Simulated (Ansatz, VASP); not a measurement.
**Two plane-wave programs on Si9N8O6**

```
Si N O
1.0
     6.94943   -0.14832   -0.05083
    -0.14832    6.74903   -0.16193
    -0.05083   -0.16193    6.61157
Si N O
9 8 6
Direct
  0.84881 0.37558 0.69159
  0.27107 0.41480 0.55989
  0.09302 0.02592 0.55195
  0.62824 0.57920 0.95238
  0.37333 0.33565 0.08544
  0.52243 0.70113 0.54769
  0.48804 0.09098 0.40019
  0.93643 0.64526 0.38157
  0.79069 0.94549 0.23545
  0.15225 0.79683 0.79830
  0.52981 0.35338 0.90340
  0.76626 0.68454 0.18521
  0.04243 0.43770 0.47434
  0.26038 0.16918 0.62822
  0.47956 0.45082 0.46106
  0.04486 0.87012 0.34370
  0.09290 0.80731 0.95045
  0.19719 0.47044 0.03634
  0.41607 0.88350 0.47182
  0.37921 0.11970 0.19377
  0.56974 0.76551 0.81249
  0.88409 0.12422 0.68454
  0.78132 0.70822 0.56124
```

Alike in both runs: task single point; functional PBE; k mesh 3 × 3 × 3; occupations fermi-dirac, width 0.2361 eV; no spin polarisation.

```csv
,VASP,Ansatz
version,VASP 6.6.1,Ansatz 0.2.0
potentials or method,"VASP PAW PBE potentials, release 64 (Si, N, O), cutoff 520 eV","scalar-relativistic, plane waves, PAW"
valence electrons in the cell,112,112
```

Ansatz gave:

* gap on the k mesh at the Fermi level (eV): 0.33
* least direct gap on the mesh (eV): 0.42
* rms of the force components (eV/Å): 1.960

Q: Estimate VASP's values.

A: gap on the k mesh at the Fermi level (eV): 0.33; least direct gap on the mesh (eV): 0.42; rms of the force components (eV/Å): 2.059.

Atom by atom the forces differ by 0.331 eV/Å (rms over components).

Noted on VASP's run: the standard files for N, O and F lose accuracy on very short bonds.
